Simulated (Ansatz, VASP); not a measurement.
## Ir: VASP beside Ansatz

```
Ir
1.0
     0.00000    1.90609    1.90609
     1.90609    0.00000    1.90609
     1.90609    1.90609    0.00000
Ir
1
Direct
  0.00000 0.00000 0.00000
```

Alike in both runs: task single point; functional LDA; k mesh 14 × 14 × 14; no spin polarisation.

|  | VASP | Ansatz |
| --- | --- | --- |
| version | VASP 6.6.1 | Ansatz 0.2.0 |
| potentials or method | VASP PAW LDA potentials, release 64 (Ir), cutoff 520 eV | plane waves (420 eV) with PAW, scalar-relativistic |
| occupations | methfessel-paxton of order 1, width 0.6 eV | cold, width 0.6 eV |
| valence electrons in the cell | 9 | 17 |

```tsv
	VASP	Ansatz	Ansatz less VASP
pressure (GPa)	2.2	0.0	-2.22
```

Ansatz warns that its potentials were made for another functional, while VASP's fit it. LDA's correlation is that of Perdew and Zunger in VASP and of Perdew and Wang (1992) in Ansatz. VASP's potentials hold 9 valence electrons a cell and Ansatz's 17, so a difference there can come from the potentials and not from the codes.

Neither program's run includes spin-orbit coupling.
